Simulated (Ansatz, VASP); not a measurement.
**MgS: VASP beside Ansatz**

```
Mg S
1.0
     0.00000    2.61477    2.61477
     2.61477    0.00000    2.61477
     2.61477    2.61477    0.00000
Mg S
1 1
Direct
  0.00000 0.00000 0.00000
  0.50000 0.50000 0.50000
```

Alike in both runs: functional PBE; k mesh 8 × 8 × 8; occupations gaussian, width 0.02 eV; no spin polarisation.

Ansatz relaxed the structure, and its values are those at the end. VASP's run is a single point on that final structure, the one shown.

```csv
,VASP,Ansatz
version,VASP 6.6.1,Ansatz 0.2.0
potentials or method,"VASP PAW PBE potentials, release 64 (Mg, S), cutoff 600 eV","scalar-relativistic, plane waves, PAW"
valence electrons in the cell,8,16
```

Ansatz gave:

- gap on the k mesh at the Fermi level (eV): 2.76
- least direct gap on the mesh (eV): 3.60
- pressure (GPa): 0.0

Problem. Estimate VASP's values.

Solution. gap on the k mesh at the Fermi level (eV): 2.74; least direct gap on the mesh (eV): 3.59; pressure (GPa): -0.3.

VASP's potentials hold 8 valence electrons a cell and Ansatz's 16, so a difference there can come from the potentials and not from the codes.
